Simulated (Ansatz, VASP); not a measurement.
Ag in VASP and in Ansatz

```
Ag
1.0
     2.90152    0.00000    0.00000
    -1.45076    2.51279    0.00000
     0.00000    0.00000    4.75407
Ag
2
Cartesian
  0.0000 1.6752 1.1885
  1.4508 0.8376 3.5656
```

Alike in both runs: functional r2SCAN; k mesh 18 × 18 × 10; occupations fermi-dirac, width 0.1 eV; no spin polarisation.

Ansatz relaxed the structure, and its values are those at the end. VASP's run is a single point on that final structure, the one shown.

```csv
,VASP,Ansatz
version,VASP 6.6.1,Ansatz 0.2.0
potentials or method,"VASP PAW PBE potentials, release 64 (Ag)","PAW with Ansatz's default frozen-core files, scalar-relativistic"
plane-wave cutoff (eV),520,500
valence electrons in the cell,22,38
```

|  | VASP | Ansatz | Ansatz less VASP |
| --- | --- | --- | --- |
| pressure (GPa) | 0.1 | 0.0 | -0.13 |

VASP's potentials were made for PBE, not for r2SCAN. VASP's potentials hold 22 valence electrons a cell and Ansatz's 38, so a difference there can come from the potentials and not from the codes.
